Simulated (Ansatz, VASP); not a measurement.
Rb: VASP beside Ansatz

File INCAR:

```
ALGO = Fast
EDIFF = 1E-7
ENCUT = 520
GGA = PE
ISIF = 2
ISMEAR = 0
LASPH = True
LCHARG = False
LREAL = False
LWAVE = False
NBANDS = 10
NELM = 80
PREC = Accurate
SIGMA = 0.1
```

File KPOINTS:

```
k-points
0
Gamma
  10 10 10
```

The input POSCAR:

```
Rb
1.0
   -2.9193739531      2.9739908570      2.7097903790
    2.9739908570     -2.9193739531      2.7097903790
    2.9463781915      2.9463781915     -2.6507001418
Rb
1
Direct
    0.0000000000      0.0000000000      0.0000000000
```

Input for Ansatz:

```yaml
crystal:
  lattice:
    - [-2.9193739531, 2.973990857, 2.709790379]
    - [2.973990857, -2.9193739531, 2.709790379]
    - [2.9463781915, 2.9463781915, -2.6507001418]
  atoms:
    - { symbol: Rb, position: [0.0, 0.0, 0.0] }
basis:
  ecutwfc: 420
kpoints:
  mp_grid: { grid: [10, 10, 10] }
hamiltonian:
  xc: pbe
scf:
  occupations: { method: gaussian, width: 0.1 }
output:
  forces: true
  stress: true
  eigenvalues: true
```

Alike in both runs: task single point; functional PBE; k mesh 10 × 10 × 10; occupations gaussian, width 0.1 eV; no spin polarisation.

|  | VASP | Ansatz |
| --- | --- | --- |
| version | VASP 6.6.1 | Ansatz 0.2.0 |
| potentials or method | VASP PAW PBE potentials, release 64 (Rb_sv), cutoff 520 eV | scalar-relativistic, plane waves, PAW |
| valence electrons in the cell | 9 | 9 |

```csv
,VASP,Ansatz,Ansatz less VASP
gap on the k mesh at the Fermi level (eV),none,none,-
pressure (GPa),-0.1,-0.1,0.00
```

A gap of «none» marks a metal or a gap that the smearing closes. With one functional, cell and mesh, what is left measures potentials, basis and numerics.
